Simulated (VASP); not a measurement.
Here is a VASP 6.6.1 calculation.

File INCAR:

```
SYSTEM = Co
  ALGO = Normal
  EDIFF = 1E-7
  ENCUT = 520
  GGA = RP
  ISIF = 2
  ISMEAR = -1
  LASPH = .TRUE.
  LCHARG = .FALSE.
  LREAL = .FALSE.
  LWAVE = .FALSE.
  NBANDS = 20
  NELM = 60
  PREC = Accurate
  SIGMA = 0.1
```

The input KPOINTS:

```
k-points
0
G
  12 12 17
  0 0 0
```

Contents of POSCAR:

```
Co
1.0
    4.0925759750      0.0000000000      0.0000000000
   -2.0462879875      3.5442747613      0.0000000000
    0.0000000000      0.0000000000      2.5097535746
Co
3
Direct
    0.0000000000      0.0000000000      0.0000000000
    0.3333333333      0.6666666667      0.5000000000
    0.6666666667      0.3333333333      0.5000000000
```

Potentials or basis: VASP PAW PBE potentials, release 64 (Co).

The run is started by

```bash
$ cat potpaw_PBE.64/Co/POTCAR > POTCAR
$ mpirun -np 1 vasp_std > vasp.out
```

Task: Estimate the pressure.

Result: -18.8 GPa.

Stress tensor (GPa, compression positive):
```
-19.28   0.00   0.00
  0.00 -19.28   0.00
  0.00   0.00 -17.94
```

Caveat: the PAW data sets were made with another functional, which shifts forces and pressure a little; the run has no spin polarisation, though such a crystal can be magnetic. Spin polarisation is off, so any magnetic state and its effect on volume and gap are missing.
